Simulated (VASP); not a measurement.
GeCl2:

```
Ge Cl
1.0
     4.55141   -4.55141    0.00000
     4.55141    4.55141    0.00000
     0.00000    0.00000    4.55141
Ge Cl
3 6
Cartesian
  0.0000 0.0000 2.2757
  2.2757 2.2757 0.0000
  2.2757 -2.2757 0.0000
  7.0164 0.0000 0.0000
  4.5514 2.0864 0.0000
  2.2757 2.2757 2.2757
  2.0864 0.0000 0.0000
  4.5514 -2.0864 0.0000
  2.2757 -2.2757 2.2757
```

| Property | Result |
| --- | --- |
| Program | VASP 6.6.1 |
| Task | relaxation of cell and atoms |
| Functional | PBE |
| Potentials or basis | VASP PAW PBE potentials, release 64 (Ge_d, Cl) |
| Cutoff | 600 eV |
| k mesh | 4 × 4 × 4 |
| Occupations | gaussian, width 0.1 eV |
| Spin | no spin polarisation |

At the start: pressure 19.0 GPa; volume 20.95 Å³/atom.

Question: Where does the relaxation end?

Answer: Over 26 steps the energy falls by 446.0 meV/atom and the volume is 28.42 Å³/atom (+35.6 %); space group Cmmm (No. 65, to 0.1 Å) before and after.

Step by step:
| step | energy change (eV) | largest force (eV/Å) | pressure (GPa) | volume (Å³) |
| --- | --- | --- | --- | --- |
| 1 | 0.0000 | 0.5270 | 19.02 | 188.57 |
| 2 | -3.2937 | 0.6582 | -0.52 | 264.91 |
| 3 | -3.2994 | 0.6571 | 0.00 | 260.14 |
| 4 | -3.2993 | 0.6582 | -0.16 | 261.73 |
| 5 | -3.3595 | 0.6474 | -0.15 | 262.07 |
| 6 | -3.4771 | 0.5916 | 0.08 | 262.94 |
| 7 | -3.3661 | 0.3678 | 1.15 | 264.03 |
| 8 | -3.4916 | 0.5361 | 0.29 | 263.32 |
| 9 | -3.5406 | 0.5065 | 0.21 | 264.58 |
| 10 | -3.6630 | 0.4075 | -0.02 | 268.33 |
| 11 | -3.7556 | 0.2974 | -0.23 | 275.76 |
| 12 | -3.7574 | 0.2814 | -0.24 | 274.79 |
| 13 | -3.7832 | 0.2861 | -0.15 | 272.41 |
| 14 | -3.8236 | 0.3003 | 0.20 | 265.22 |
| 15 | -3.8497 | 0.2874 | -0.01 | 265.69 |
| 16 | -3.8954 | 0.2414 | -0.58 | 267.02 |
| 17 | -3.9012 | 0.2153 | -0.80 | 267.59 |
| 18 | -3.9117 | 0.2093 | -0.77 | 266.85 |
| 19 | -3.9399 | 0.1904 | -0.68 | 264.64 |
| 20 | -3.9788 | 0.1436 | -0.45 | 260.24 |
| 21 | -3.9586 | 0.3800 | 0.21 | 251.54 |
| 22 | -3.9889 | 0.1061 | -0.22 | 257.32 |
| 23 | -4.0027 | 0.0841 | -0.13 | 256.60 |
| 24 | -4.0133 | 0.0493 | 0.09 | 255.28 |
| 25 | -4.0133 | 0.0478 | 0.11 | 255.23 |
| 26 | -4.0143 | 0.0395 | 0.05 | 255.78 |

Final structure:
```
Ge Cl
1.0
     4.97481   -5.08887    0.00000
     4.97481    5.08887    0.00000
     0.00000    0.00000    5.05179
Ge Cl
3 6
Cartesian
  0.0000 0.0000 2.5259
  2.4874 2.5444 0.0000
  2.4874 -2.5444 0.0000
  8.3582 0.0000 0.0000
  4.9748 1.9525 0.0000
  2.4874 2.5444 2.5259
  1.5914 0.0000 0.0000
  4.9748 -1.9525 0.0000
  2.4874 -2.5444 2.5259
```

Caveat: the volume moved by over 15 % at a fixed basis, so the end points are rough.
